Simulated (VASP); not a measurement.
# SnO2: single point with PBE

The system is SnO2.

```
Sn O
1.0
     0.00000   -4.91467    3.30567
    -4.91467    0.00000    3.30567
    -4.91467   -4.91467   -3.30567
Sn O
6 12
Direct
  0.31174 0.32976 0.65617
  0.65243 0.68169 0.34506
  0.99351 0.00717 0.01489
  0.29436 0.32534 0.18525
  0.64711 0.66783 0.85959
  0.96079 0.98069 0.54104
  0.17248 0.25266 0.48632
  0.50177 0.59550 0.14328
  0.85375 0.90053 0.82862
  0.01239 0.65799 0.18755
  0.35104 0.97409 0.85721
  0.67061 0.30214 0.49994
  0.08613 0.04489 0.23952
  0.44184 0.40988 0.88829
  0.77215 0.75212 0.53788
  0.60294 0.03239 0.20314
  0.96168 0.36737 0.84806
  0.30070 0.70226 0.51394
```

This cell differs from its parent crystal: dynamics (npt langevin) at 1200 K, volume x 1.04, from the last frame before.

```
Program                : VASP 6.6.1
Task                   : single point
Functional             : PBE
Potentials or basis    : VASP PAW PBE potentials, release 64 (Sn_d, O)
Cutoff                 : 520 eV
k mesh                 : 2 × 2 × 2, shifted
Occupations            : fermi-dirac, width 0.1034 eV
Spin                   : no spin polarisation
Dipole correction      : no
Further INCAR settings : LREAL = Auto; ALGO = Normal; EDIFF = 1e-07; NBANDS = 93
```

The pressure is -6.6 GPa. The largest force is 3.253 eV/Å and the band gap on the k mesh is 1.64 eV, direct.

Forces on the atoms (eV/Å):
```
Sn  -2.197 -2.399  0.060
Sn   1.302  1.091 -0.989
Sn  -0.367  0.307 -0.783
Sn   0.331 -0.076  0.754
Sn   1.231  0.859 -1.862
Sn   0.396  0.327  2.759
O    1.704  1.214 -0.235
O    0.140 -1.347 -0.130
O    0.044 -0.444  0.982
O    1.178  0.569 -0.783
O   -0.005  1.267  0.537
O   -0.019 -0.069 -0.201
O   -1.746 -0.235  1.665
O   -0.195  0.625 -0.028
O   -1.628 -1.314 -1.601
O    0.090  0.036  1.292
O    0.129 -0.408 -0.293
O   -0.388 -0.003 -1.146
```

Stress tensor (GPa, compression positive):
```
-6.23  1.73 -0.34
 1.73 -4.64 -0.24
-0.34 -0.24 -8.82
```

Levels at points of the mesh, in eV from the valence-band top:
```csv
k point,band 75,band 76,band 77,band 78,band 79,band 80,band 81,band 82
"(0.25, 0.25, 0.25)",-0.54,-0.41,-0.29,0.00,1.64,3.72,3.92,4.17
```

It took 3.1 min on 1 thread of Intel(R) Xeon(R) Platinum 8488C (Sapphire Rapids) (shared host), peak memory 0.35 GiB.

Caveat: the k points lie up to 0.57 Å⁻¹ apart; spin-orbit coupling is left out, which moves the levels of the heavy elements; forces of over 1 eV/Å act on the atoms, so gaps and moduli don't describe the material at rest. A k mesh can miss the band edges.
